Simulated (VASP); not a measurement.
Wanted: the native input for a VASP 6.6.1 run.

```
Task                   : relaxation of cell and atoms
Functional             : LDA
Potentials or basis    : VASP PAW LDA potentials, release 64 (In_d)
Cutoff                 : 600 eV
k mesh                 : 18 × 18 × 18
Occupations            : fermi-dirac, width 0.05 eV
Spin                   : no spin polarisation
Target pressure        : 190 GPa
Dipole correction      : no
Further INCAR settings : ALGO = Normal; EDIFF = 1e-06; IBRION = 2; EDIFFG = -0.005; NSW = 60; ISIF = 3
```

The structure of In lies in POSCAR:

```
In
1.0
   -1.4658490369      1.4658490369      1.4658490369
    1.4658490369     -1.4658490369      1.4658490369
    1.4658490369      1.4658490369     -1.4658490369
In
1
Direct
    0.0000000000      0.0000000000      0.0000000000
```

This isn't the form of In at room conditions, which is tetragonal.

One way to write it, as run:

INCAR

```
PREC = Accurate ; ENCUT = 600
EDIFF = 1E-6 ; ISMEAR = -1
SIGMA = 0.05 ; LREAL = F
LASPH = T ; NELM = 100
ALGO = Normal ; ISIF = 3
LWAVE = F ; LCHARG = F
GGA = CA ; IBRION = 2
NSW = 60 ; EDIFFG = -0.005
PSTRESS = 1900.0
```

KPOINTS

```
regular mesh
0
Gamma
  18 18 18
```

Potentials or basis: VASP PAW LDA potentials, release 64 (In_d).

Launch:

```sh
$ cat potpaw_LDA.64/In_d/POTCAR > POTCAR
$ mpirun -np 1 vasp_std > vasp.out
```

It gave:

| Quantity | Value |
| --- | --- |
| Relaxed volume | 12.61 Å³/atom |
| Relaxed cell | a = 2.540 Å, b = 2.540 Å, c = 2.540 Å, α = 109.47°, β = 109.47°, γ = 109.47° |
| Space group after relaxing (to 0.1 Å) | Im-3m (No. 229) |
| Energy change on relaxing (the run minimises the enthalpy) | -17.6 meV/atom |
| Ionic steps | 3 |
| Pressure after relaxing | 190.1 GPa |
| Band gap on the k mesh | zero (an odd number of electrons rules out a gap without spin polarisation) |

Caveat: the cell is relaxed towards a set pressure, so the run minimises the enthalpy, not the energy; spin-orbit coupling is left out, which moves the levels of the heavy elements.

Run time: 19 s on 1 thread of Intel(R) Xeon(R) 6975P-C (Granite Rapids) (shared host), peak memory 0.14 GiB.
